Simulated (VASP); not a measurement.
**Y4Si7Pd8 (a cell with a defect): single point with PBEsol**

The system is Y4Si7Pd8 (a cell with a defect).

```
Y Pd Si
1.0
     0.00000    8.23712    0.00000
     8.23712    0.00000    0.00000
     2.05928    2.05928   -4.91332
Y Pd Si
4 8 7
Cartesian
  0.0038 -0.0179 0.0423
  4.1104 -0.0078 -0.0035
  -0.0037 4.1151 0.0007
  4.1001 4.1227 0.0423
  2.0288 4.1154 -2.4888
  4.1387 2.0657 -2.4273
  6.1887 4.1268 -2.4611
  8.2447 2.0702 -2.4604
  2.0446 8.2244 -2.4406
  4.1060 6.1635 -2.4410
  6.1838 8.2576 -2.4268
  8.2336 6.1474 -2.4891
  2.0525 2.0578 -1.1642
  4.1313 4.1074 -3.7364
  6.1435 2.0251 1.0581
  2.0459 6.1644 -1.1184
  4.1253 8.2442 -3.7173
  6.1760 6.1713 -1.1644
  8.2256 8.2501 -3.7363
```

```json
{
 "Program": "VASP 6.6.1",
 "Task": "single point",
 "Functional": "PBEsol",
 "Potentials or basis": "VASP PAW PBE potentials, release 64 (Y_sv, Pd, Si)",
 "Cutoff": "520 eV",
 "k mesh": "2 × 2 × 3",
 "Occupations": "fermi-dirac, width 0.05 eV",
 "Spin": "no spin polarisation",
 "Dipole correction": "no",
 "Further INCAR settings": "LREAL = Auto; ALGO = Normal; EDIFF = 1e-07; NBANDS = 91"
}
```

* Pressure: -2.9 GPa
* Largest force: 0.019 eV/Å
* Band gap on the k mesh: zero (bands 76 and 77 overlap by 0.53 eV)

Forces on the atoms (eV/Å):
```
Y   -0.003 -0.003  0.004
Y    0.000  0.000  0.003
Y    0.001  0.001 -0.001
Y   -0.001 -0.002  0.003
Pd  -0.007  0.003 -0.004
Pd   0.008 -0.004  0.003
Pd  -0.001 -0.010  0.003
Pd  -0.008  0.000  0.000
Pd  -0.002  0.000  0.004
Pd  -0.003 -0.001  0.006
Pd  -0.002  0.009  0.001
Pd   0.005 -0.005 -0.002
Si   0.002  0.002  0.011
Si  -0.001 -0.001 -0.014
Si   0.007  0.005 -0.015
Si  -0.001  0.000  0.015
Si   0.001  0.001 -0.019
Si   0.004  0.002  0.015
Si  -0.001  0.001 -0.014
```

Stress tensor (GPa, compression positive):
```
-3.46  0.00  0.14
 0.00 -3.46  0.13
 0.14  0.13 -1.80
```

Levels at points of the mesh, in eV from the Fermi level:
```
           k point  band 72  band 73  band 74  band 75  band 76  band 77  band 78  band 79  band 80  band 81
(0.00, 0.00, 0.00)    -1.03    -0.81    -0.76    -0.59    -0.37    -0.36     0.04     0.08     1.66     1.68
(0.50, 0.00, 0.00)    -0.82    -0.76    -0.69    -0.22    -0.15    -0.08     0.19     0.36     0.58     0.78
(0.00, 0.50, 0.00)    -0.82    -0.76    -0.69    -0.22    -0.15    -0.08     0.19     0.36     0.58     0.78
(0.50, 0.50, 0.00)    -0.78    -0.69    -0.49    -0.49    -0.32    -0.19    -0.10    -0.08     0.08     0.30
```

Wall time 16 min on 1 thread of Intel(R) Xeon(R) Platinum 8375C CPU @ 2.90GHz (Ice Lake) (shared host), peak memory 0.51 GiB.

Caveat: the k points lie up to 0.43 Å⁻¹ apart, too coarse for converged energies and pressures of a metal; the PAW data sets were made with another functional, which shifts forces and pressure a little.
